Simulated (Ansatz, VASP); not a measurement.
# One calculation of MgO, two programs

```xyz
2
Lattice="2.0512 2.0512 0.0000 -2.0512 2.0512 0.0000 0.0000 2.0512 2.0512" Properties=species:S:1:pos:R:3 pbc="T T T"
Mg    0.0000    0.0000    0.0000
O     0.0000    2.0512    0.0000
```

Alike in both runs: task single point; functional PBEsol; k mesh 10 × 10 × 10; no spin polarisation.

|  | VASP | Ansatz |
| --- | --- | --- |
| version | VASP 6.6.1 | Ansatz 0.2.0 |
| potentials or method | VASP PAW PBE potentials, release 64 (Mg, O), cutoff 520 eV | all-electron LAPW, scalar-relativistic |
| occupations | gaussian, width 0.01 eV | fixed |

|  | VASP | Ansatz | Ansatz less VASP |
| --- | --- | --- | --- |
| gap on the k mesh at the Fermi level (eV) | 5.44 | 5.44 | -0.002 |
| pressure (GPa) | 14.6 | 15.1 | +0.42 |

VASP's potentials were made for PBE, not for PBEsol. Ansatz ran all-electron here, and VASP with PAW potentials.
